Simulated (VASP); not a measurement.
# Cu (I4/mmm) in VASP: notebook, part 2 of 2

VASP 6.6.1.

### Step 5. Single point, r2SCAN (10.45 Å³/atom)

Input file POSCAR:

```
Cu
1.0
   -1.3958390693      1.3958390693      1.3403726638
    1.3958390693     -1.3958390693      1.3403726638
    1.3958390693      1.3958390693     -1.3403726638
Cu
1
Direct
    0.0000000000      0.0000000000      0.0000000000
```

Input file INCAR.step1:

```
  ALGO = Normal
  EDIFF = 1E-4
  ENCUT = 520
  GGA = PE
  ISMEAR = 0
  LASPH = True
  LCHARG = False
  LREAL = False
  LWAVE = True
  NBANDS = 12
  NELM = 80
  PREC = Accurate
  SIGMA = 0.1
```

Input file INCAR.step2:

```
  ALGO = Normal
  EDIFF = 1E-7
  ENCUT = 520
  ISIF = 2
  ISMEAR = 0
  ISTART = 1
  LASPH = True
  LCHARG = True
  LELF = True
  LMIXTAU = True
  LREAL = False
  LVHAR = True
  LWAVE = False
  METAGGA = R2SCAN
  NBANDS = 12
  NELM = 80
  PREC = Accurate
  SIGMA = 0.1
```

Input file KPOINTS:

```
k-points
0
Gamma
  20 20 20
```

Potentials or basis: VASP PAW PBE potentials, release 64 (Cu).

Command:

```bash
cat potpaw_PBE.64/Cu/POTCAR > POTCAR
cp INCAR.step1 INCAR
mpirun -np 1 vasp_std > vasp.out
cp INCAR.step2 INCAR
mpirun -np 1 vasp_std > vasp.out
```

OUTCAR:

```text
EDIFF = 1E-7
   ENCUT = 520
   ISIF = 2
   ISMEAR = 0
   ISTART = 1
   LASPH = True
   LREAL = False
   METAGGA = R2SCAN
   NELM = 80
   PREC = Accurate

 ion  position               nearest neighbor table
   1  0.000  0.000  0.000-

  LATTYP: Found a body centered tetragonal cell.
 ALAT       =     2.7916781386
 C/A-ratio  =     0.9602630370

  Lattice vectors:

 A1 = (  -1.3958390693,   1.3958390693,   1.3403726638)
[... 540 lines left out ...]
     11      37.3838      0.00000
     12      44.3038      0.00000

 [... further k-points ...]

------------------------ aborting loop because EDIFF is reached ----------------------------------------

  FORCE on cell =-STRESS in cart. coord.  units (eV):
  Direction    XX          YY          ZZ          XY          YZ          ZX
  --------------------------------------------------------------------------------------
  -------------------------------------------------------------------------------------
  Total        1.3001792      1.3001792      1.3011677      0.0000000     -0.0000000      0.0000000
  in kB      199.4148652    199.4148652    199.5664801      0.0000000     -0.0000000      0.0000000
  external PRESSURE =     199.4654035 kB  Pullay stress =       0.0000000 kB

 VOLUME and BASIS-vectors are now :
 -----------------------------------------------------------------------------
  energy-cutoff  :      520.00
  volume of cell :       10.45
      direct lattice vectors                 reciprocal lattice vectors
    -1.395839069  1.395839069  1.340372664     0.000000000  0.358207483  0.373030586
     1.395839069 -1.395839069  1.340372664     0.358207483  0.000000000  0.373030586
     1.395839069  1.395839069 -1.340372664     0.358207483  0.358207483  0.000000000

 POSITION                                       TOTAL-FORCE (eV/Angst)
 -----------------------------------------------------------------------------------
      0.00000      0.00000      0.00000         0.000000     -0.000000      0.000000
 -----------------------------------------------------------------------------------
    total drift:                                0.000000      0.000000      0.000000

  FREE ENERGIE OF THE ION-ELECTRON SYSTEM (eV)
  ---------------------------------------------------
  free  energy   TOTEN  =       -10.7275865184 eV

  energy  without entropy=      -10.7254659910  energy(sigma->0) =      -10.72652625
```

It took 3.6 min on 1 thread of Intel Xeon 8259CL, shared host; peak memory 0.19 GiB.

Results:

* Free energy: -10.7276 eV
* Pressure: 19.9 GPa
* Band gap on the k mesh: zero (an odd number of electrons rules out a gap without spin polarisation)

Levels at points of the mesh, in eV from the Fermi level:
```csv
k point,band 2,band 3,band 4,band 5,band 6,band 7,band 8,band 9,band 10,band 11
"(0.00, 0.00, 0.00)",-3.80,-3.61,-3.61,-2.58,-2.37,26.84,26.84,27.98,31.71,32.39
"(0.50, 0.00, 0.00)",-4.64,-2.48,-2.24,-1.54,-0.85,5.46,18.94,19.68,23.37,27.18
"(0.50, 0.50, 0.00)",-4.40,-2.64,-2.38,-1.57,-1.21,4.97,20.04,21.05,24.48,28.16
"(0.50, 0.50, 0.50)",-5.60,-1.77,-1.77,-1.72,8.66,8.66,10.42,14.49,15.24,19.36
```

Caveat: the cell stands under pressure; the PAW data sets were made with another functional, which shifts forces and pressure a little.

### Step 6. Single point, r2SCAN (10.79 Å³/atom)

Input file POSCAR:

```
Cu
1.0
   -1.4139077985      1.4139077985      1.3493994958
    1.4139077985     -1.4139077985      1.3493994958
    1.4139077985      1.4139077985     -1.3493994958
Cu
1
Direct
    0.0000000000      0.0000000000      0.0000000000
```

Input file INCAR.step1:

```
SYSTEM = Cu
PREC = Accurate
ENCUT = 520
ISMEAR = 0
SIGMA = 0.1
LREAL = .FALSE.
LASPH = .TRUE.
NELM = 80
NBANDS = 12
GGA = PE
ALGO = Normal
EDIFF = 1E-4
LWAVE = .TRUE.
LCHARG = .FALSE.
```

Input file INCAR.step2:

```
SYSTEM = Cu
PREC = Accurate
ENCUT = 520
EDIFF = 1E-7
ISMEAR = 0
SIGMA = 0.1
LREAL = .FALSE.
LASPH = .TRUE.
NELM = 80
ALGO = Normal
ISIF = 2
LWAVE = .FALSE.
LCHARG = .FALSE.
METAGGA = R2SCAN
LMIXTAU = .TRUE.
NBANDS = 12
ISTART = 1
```

Input file KPOINTS:

```
Automatic mesh
0
G
  20 20 20
  0 0 0
```

Potentials or basis: VASP PAW PBE potentials, release 64 (Cu).

Command:

```bash
cat potpaw_PBE.64/Cu/POTCAR > POTCAR
cp INCAR.step1 INCAR
mpirun -np 1 vasp_std > vasp.out
cp INCAR.step2 INCAR
mpirun -np 1 vasp_std > vasp.out
```

Wall time 5.6 min (1 thread of Intel Xeon 8259CL, shared host); peak memory 0.19 GiB.

Results (log left out):

| Item | Value |
| --- | --- |
| Free energy | -10.7624 eV |
| Pressure | 12.3 GPa |
| Band gap on the k mesh | zero (an odd number of electrons rules out a gap without spin polarisation) |

Stress tensor (GPa, compression positive):
```
12.35  0.00  0.00
 0.00 12.35  0.00
 0.00  0.00 12.27
```

Levels at points of the mesh, in eV from the Fermi level:
| k point | band 4 | band 5 | band 6 | band 7 | band 8 | band 9 |
| --- | --- | --- | --- | --- | --- | --- |
| (0.00, 0.00, 0.00) | -3.46 | -2.51 | -2.29 | 26.45 | 26.45 | 27.77 |
| (0.50, 0.00, 0.00) | -2.16 | -1.51 | -0.73 | 5.29 | 18.62 | 19.18 |
| (0.50, 0.50, 0.00) | -2.32 | -1.54 | -1.13 | 4.74 | 19.89 | 20.72 |
| (0.50, 0.50, 0.50) | -1.73 | -1.67 | 8.44 | 8.44 | 10.43 | 14.17 |

Caveat: the cell stands under pressure; the PAW data sets were made with another functional, which shifts forces and pressure a little.

### Step 7. Overview

| task | cell | k mesh | cutoff (eV) | gap on the mesh (eV) | pressure (GPa) |
| --- | --- | --- | --- | --- | --- |
| single point | a = 2.924, b = 2.924, c = 2.722 Å, 2 atoms, atomic positions A | 18 × 18 × 18 | 520 | none | -1.5 |
| relaxation of shape and atoms at fixed volume | relaxed from a = 2.543 Å, angles 107.7, 107.7, 113.0°, 1 atom, atomic positions B | 20 × 20 × 20 | 600 | none | -11.2 |
| single point | a = 2.359 Å, angles 108.6, 108.6, 111.2°, 1 atom, atomic positions B | 20 × 20 × 20 | 520 | none | 29.1 |
| single point | a = 2.386 Å, angles 108.4, 108.4, 111.6°, 1 atom, atomic positions B | 20 × 20 × 20 | 520 | none | 19.9 |
| single point | a = 2.412 Å, angles 108.2, 108.2, 112.0°, 1 atom, atomic positions B | 20 × 20 × 20 | 520 | none | 12.3 |

Alike in all rows: level r2SCAN; potentials or basis VASP PAW PBE potentials, release 64 (Cu); no spin polarisation; smearing gaussian 0.1 eV.

Caveats: the PAW data sets were made with another functional, which shifts forces and pressure a little; the cell stands under pressure (at least some runs).

Total energies depend on the potentials used, so only differences within one code and one set of settings carry meaning.
